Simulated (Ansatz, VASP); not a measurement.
**WS2: VASP beside Ansatz**

File INCAR:

```
SYSTEM = WS2
PREC     = Accurate       ! precision mode
ENCUT    = 600            ! plane-wave cutoff, eV
EDIFF    = 1E-7           ! SCF threshold, eV
ISMEAR   = -1             ! smearing method
SIGMA    = 0.05           ! smearing width, eV
LREAL    = .False.        ! projectors in reciprocal space
LASPH    = .True.         ! aspherical terms in the spheres
NELM     = 80             ! most SCF steps
ALGO     = Normal         ! electronic algorithm
ISIF     = 3              ! what is computed and relaxed
LWAVE    = .False.        ! write WAVECAR
LCHARG   = .False.        ! write CHGCAR
GGA      = PS             ! functional
IVDW     = 13             ! dispersion correction
IBRION   = 2              ! ionic algorithm
NSW      = 60             ! ionic steps
EDIFFG   = -0.01          ! ionic threshold
```

The input KPOINTS:

```
regular mesh
0
Gamma
  10 10 3
  0 0 0
```

File POSCAR:

```
WS2
1.0
    3.1800000000      0.0000000000      0.0000000000
   -1.5900000000      2.7539607840      0.0000000000
    0.0000000000      0.0000000000     12.5000000000
W S
2 4
Direct
    0.6666666667      0.3333333333      0.7500000000
    0.3333333333      0.6666666667      0.2500000000
    0.6666666667      0.3333333333      0.3750000000
    0.3333333333      0.6666666667      0.8750000000
    0.6666666667      0.3333333333      0.1250000000
    0.3333333333      0.6666666667      0.6250000000
```

The input input.yaml:

```yaml
crystal:
  lattice:
    - [3.18, 0.0, 0.0]
    - [-1.59, 2.753960784, 0.0]
    - [0.0, 0.0, 12.5]
  atoms:
    - { symbol: W, position: [0.6666666667, 0.3333333333, 0.75] }
    - { symbol: W, position: [0.3333333333, 0.6666666667, 0.25] }
    - { symbol: S, position: [0.6666666667, 0.3333333333, 0.375] }
    - { symbol: S, position: [0.3333333333, 0.6666666667, 0.875] }
    - { symbol: S, position: [0.6666666667, 0.3333333333, 0.125] }
    - { symbol: S, position: [0.3333333333, 0.6666666667, 0.625] }
hamiltonian:
  xc: pbesol
  pseudopotentials: { kind: paw }
  dispersion: d4
kpoints:
  mp_grid: { grid: [10, 10, 3] }
scf:
  occupations: { method: fermi_dirac, width: 0.05 }
output:
  forces: true
  stress: true
relax:
  f_tol: 0.01
  max_steps: 40
  cell: { stress_tol: 0.05 }
```

Alike in both runs: task relaxation of cell and atoms; functional PBEsol; dispersion D4; k mesh 10 × 10 × 3; occupations fermi-dirac, width 0.05 eV; no spin polarisation.

|  | VASP | Ansatz |
| --- | --- | --- |
| version | VASP 6.6.1 | Ansatz 0.2.0 |
| potentials or method | VASP PAW PBE potentials, release 64 (W_sv, S) | Ansatz PAW |
| plane-wave cutoff (eV) | 600 | 420 |
| valence electrons in the cell | 52 | 52 |

Ansatz gave:

| Property | Result |
| --- | --- |
| relaxed volume (Å³/atom) | 16.93 |
| relaxed length of the cell vector where the two differ most in proportion (Å) | 11.999 |

**Question.** Estimate VASP's values.

**Answer.** Relaxed volume (Å³/atom): 16.96; relaxed length of the cell vector where the two differ most in proportion (Å): 12.010.

VASP's potentials were made for PBE, not for PBEsol.

Neither program's run includes spin-orbit coupling. Noted on Ansatz's run: odd divisions of the mesh miss points on the zone boundary, where band edges often lie, so the gap on the mesh can be too wide; the plane-wave basis is chosen anew once the cell has moved, so the energies of steps on either side of that aren't comparable.
